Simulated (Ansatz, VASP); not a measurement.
**Ir in VASP and in Ansatz**

```
Ir
1.0
     0.00000    1.92285    1.92285
     1.92285    0.00000    1.92285
     1.92285    1.92285    0.00000
Ir
1
Direct
  0.00000 0.00000 0.00000
```

Alike in both runs: task single point; functional r2SCAN; k mesh 14 × 14 × 14; no spin polarisation.

```csv
,VASP,Ansatz
version,VASP 6.6.1,Ansatz 0.2.0
potentials or method,"VASP PAW PBE potentials, release 64 (Ir), cutoff 520 eV","plane waves (500 eV) with PAW, scalar-relativistic"
occupations,"methfessel-paxton of order 1, width 0.01 eV","cold, width 0.01 eV"
valence electrons in the cell,9,17
```

|  | VASP | Ansatz | Ansatz less VASP |
| --- | --- | --- | --- |
| pressure (GPa) | 2.2 | -0.2 | -2.46 |

VASP's potentials were made for PBE, not for r2SCAN. VASP's potentials hold 9 valence electrons a cell and Ansatz's 17, so a difference there can come from the potentials and not from the codes.

Neither program's run includes spin-orbit coupling.
